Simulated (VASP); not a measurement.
A run of VASP 6.6.1 is set up as follows.

POSCAR

```
InSb
1.0
    5.3570000000      0.0000000000      0.0000000000
    0.0000000000      5.7120000000      0.0000000000
    0.0000000000      0.0000000000      3.0630000000
In Sb
2 2
Direct
    0.0000000000      0.0000000000      0.1722389182
    0.5000000000      0.5000000000     -0.1722389182
    0.5000000000      0.0000000000      0.7149606498
    0.0000000000      0.5000000000      0.2850393502
```

Contents of INCAR.step1:

```
PREC = Accurate ; ENCUT = 520
ISMEAR = -1 ; SIGMA = 0.05
LREAL = False ; LASPH = True
NELM = 80 ; NBANDS = 26
GGA = PE ; ALGO = Normal
EDIFF = 1E-4 ; LWAVE = True
LCHARG = False
```

File INCAR.step2:

```
PREC = Accurate ; ENCUT = 520
EDIFF = 1E-8 ; ISMEAR = -1
SIGMA = 0.05 ; LREAL = False
LASPH = True ; NELM = 80
ALGO = Normal ; ISIF = 2
LWAVE = False ; LCHARG = False
METAGGA = R2SCAN ; LMIXTAU = True
LEFG = True ; NBANDS = 26
ISTART = 1
```

The input KPOINTS:

```
Automatic mesh
0
Gamma
  9 8 15
```

Potentials or basis: VASP PAW PBE potentials, release 64 (In_d, Sb).

The run is started by

```sh
$ cat potpaw_PBE.64/In_d/POTCAR potpaw_PBE.64/Sb/POTCAR > POTCAR
$ cp INCAR.step1 INCAR
$ mpirun -np 1 vasp_std > vasp.out
$ cp INCAR.step2 INCAR
$ mpirun -np 1 vasp_std > vasp.out
```

Problem. Estimate the largest force.

Solution. 0.088 eV/Å.

Problem. What does it give for the band gap on the k mesh?

Solution. Zero (bands 18 and 19 overlap by 3.74 eV).

Problem. Estimate the pressure.

Solution. 12.4 GPa.

Forces on the atoms (eV/Å):
```
In   0.000  0.000  0.038
In   0.000  0.000 -0.038
Sb   0.000  0.000  0.088
Sb   0.000  0.000 -0.088
```

Caveat: the cell stands under pressure; without QUAD_EFG the Cq values of the log hold for a quadrupole moment of 1 mb, not for the nuclei; the PAW data sets were made with another functional, which shifts forces and pressure a little; spin-orbit coupling is left out, which moves the levels of the heavy elements.
